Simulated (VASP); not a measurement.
HfGe (CsCl type), 2 atoms in the cell. It takes space group Pm-3m (No. 221, cubic). Conventional cell: a = 2.535 Å, b = 2.535 Å, c = 2.535 Å, α = 90.00°, β = 90.00°, γ = 90.00°. Hf (site symmetry m-3m) has 8 Ge at 2.20 Å and 6 Hf at 2.53 Å within 2.9 Å. Ge (site symmetry m-3m) has 8 Hf at 2.20 Å and 6 Ge at 2.53 Å within 2.9 Å. 

- Program: VASP 6.6.1
- Task: single point
- Functional: PBEsol
- Potentials or basis: VASP PAW PBE potentials, release 64 (Hf_pv, Ge_d)
- Cutoff: 520 eV
- k mesh: 13 × 13 × 13
- Occupations: fermi-dirac, width 0.05 eV
- Spin: no spin polarisation
- Hubbard terms: Hf d U = 5.0 eV
- Dipole correction: no
- Further INCAR settings: ALGO = Normal; EDIFF = 1e-06; NBANDS = 19

Potentials or basis: VASP PAW PBE potentials, release 64 (Hf_pv, Ge_d).

Launch:

```sh
$ cat potpaw_PBE.64/Hf_pv/POTCAR potpaw_PBE.64/Ge_d/POTCAR > POTCAR
$ mpirun -np 1 vasp_std > vasp.out
```

Hardware: 1 thread of AMD EPYC 9R14 (Zen 4) (shared host).

Estimate the wall time of this run.

Wall time 16 s on 1 thread of AMD EPYC 9R14 (Zen 4), on a shared host, peak memory 0.11 GiB. Counts: scf iterations 12, k points 84.
